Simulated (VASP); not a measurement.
Input of a VASP 6.6.1 run:

File INCAR:

```
PREC     = Accurate       # precision mode
ENCUT    = 520            # plane-wave cutoff, eV
EDIFF    = 1E-6           # SCF threshold, eV
ISMEAR   = 1              # smearing method
SIGMA    = 0.05           # smearing width, eV
LREAL    = False          # projectors in reciprocal space
LASPH    = True           # aspherical terms in the spheres
NELM     = 100            # most SCF steps
ALGO     = Normal         # electronic algorithm
ISIF     = 2              # what is computed and relaxed
LWAVE    = False          # write WAVECAR
LCHARG   = False          # write CHGCAR
GGA      = PS             # functional
NBANDS   = 9              # bands
```

Contents of KPOINTS:

```
Automatic mesh
0
Gamma
  8 8 5
```

Contents of POSCAR:

```
Mg
1.0
    3.1778760247      0.0000000000      0.0000000000
   -1.5889380124      2.7521213675      0.0000000000
    0.0000000000      0.0000000000      5.1592831619
Mg
2
Direct
    0.3333333333      0.6666666667      0.2500000000
    0.6666666667      0.3333333333      0.7500000000
```

Potentials or basis: VASP PAW PBE potentials, release 64 (Mg).

Run with:

```sh
$ cat potpaw_PBE.64/Mg/POTCAR > POTCAR
$ mpirun -np 1 vasp_std > vasp.out
```

Task: What does it give for the band gap on the k mesh?

Result: Zero (bands 2 and 3 overlap by 2.24 eV).

Task: Predict the pressure.

Result: 0.0 GPa.

Stress tensor (GPa, compression positive):
```
-0.18  0.00  0.00
 0.00 -0.18  0.00
 0.00  0.00  0.24
```

Caveat: the PAW data sets were made with another functional, which shifts forces and pressure a little.
